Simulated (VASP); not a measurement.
Here is a VASP 6.6.1 calculation.

Contents of INCAR:

```
  ALGO = Normal
  EDIFF = 1E-6
  ENCUT = 520
  GGA = PE
  ISIF = 2
  ISMEAR = 0
  LASPH = T
  LCHARG = F
  LREAL = F
  LWAVE = F
  NBANDS = 17
  NELM = 60
  PREC = Accurate
  SIGMA = 0.05
```

Contents of KPOINTS:

```
k-points
0
Gamma
  12 12 10
```

Contents of POSCAR:

```
PbO
1.0
    3.5678723414      0.0000000000      0.0000000000
   -1.7839361707      3.0898680851      0.0000000000
    0.0000000000      0.0000000000      3.2951134840
Pb O
1 1
Direct
    0.0000000000      0.0000000000      0.0000000000
    0.6666666667      0.3333333333      0.5000000000
```

Potentials or basis: VASP PAW PBE potentials, release 64 (Pb_d, O).

The run is started by

```sh
$ cat potpaw_PBE.64/Pb_d/POTCAR potpaw_PBE.64/O/POTCAR > POTCAR
$ mpirun -np 1 vasp_std > vasp.out
```

Problem. Estimate the band gap on the k mesh.

Solution. Zero (bands 10 and 11 overlap by 0.02 eV).

Problem. Estimate the pressure.

Solution. -0.1 GPa.

Caveat: semilocal functionals underestimate gaps, and a narrow one can read as zero; spin-orbit coupling is left out, which moves the levels of the heavy elements.
